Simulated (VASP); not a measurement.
A run of VASP 6.6.1 is set up as follows.

Contents of POSCAR:

```
BN
1.0
    1.2594078176      0.7271188149      3.3952719622
   -1.2594078176      0.7271188149      3.3952719622
    0.0000000000     -1.4542386364      3.3952719622
B N
1 1
Direct
    0.9996710000      0.9996710000      0.9996710000
    0.3327620000      0.3327620000      0.3327620000
```

File INCAR.step1:

```
SYSTEM = BN
PREC     = Accurate       ! precision mode
ENCUT    = 520            ! plane-wave cutoff, eV
ISMEAR   = 0              ! smearing method
SIGMA    = 0.01           ! smearing width, eV
LREAL    = .FALSE.        ! projectors in reciprocal space
LASPH    = .TRUE.         ! aspherical terms in the spheres
NELM     = 100            ! most SCF steps
NBANDS   = 11             ! bands
GGA      = PE             ! functional
ALGO     = Normal         ! electronic algorithm
EDIFF    = 1E-4           ! SCF threshold, eV
LWAVE    = .TRUE.         ! write WAVECAR
LCHARG   = .FALSE.        ! write CHGCAR
```

The input INCAR.step2:

```
SYSTEM = BN
PREC     = Accurate       ! precision mode
ENCUT    = 520            ! plane-wave cutoff, eV
EDIFF    = 1E-7           ! SCF threshold, eV
ISMEAR   = 0              ! smearing method
SIGMA    = 0.01           ! smearing width, eV
LREAL    = .FALSE.        ! projectors in reciprocal space
LASPH    = .TRUE.         ! aspherical terms in the spheres
NELM     = 100            ! most SCF steps
ALGO     = Normal         ! electronic algorithm
ISIF     = 2              ! what is computed and relaxed
LWAVE    = .FALSE.        ! write WAVECAR
LCHARG   = .FALSE.        ! write CHGCAR
METAGGA  = R2SCAN         ! meta-GGA
LMIXTAU  = .TRUE.       
IVDW     = 13             ! dispersion correction
VDW_S6   = 1.0          
VDW_S8   = 0.6018749    
VDW_A1   = 0.51559235   
VDW_A2   = 5.77342911   
NBANDS   = 11             ! bands
ISTART   = 1
```

Contents of KPOINTS:

```
regular mesh
0
G
  10 10 10
  0 0 0
```

Potentials or basis: VASP PAW PBE potentials, release 64 (B, N).

Command:

```console
$ cat potpaw_PBE.64/B/POTCAR potpaw_PBE.64/N/POTCAR > POTCAR
$ cp INCAR.step1 INCAR
$ mpirun -np 1 vasp_std > vasp.out
$ cp INCAR.step2 INCAR
$ mpirun -np 1 vasp_std > vasp.out
```

(1) Estimate the largest force.

(2) Predict the dispersion energy per atom.

Results:

(1) 0.009 eV/Å.

(2) -0.067 eV.

Caveat: the cell stands under tension; the PAW data sets were made with another functional, which shifts forces and pressure a little.
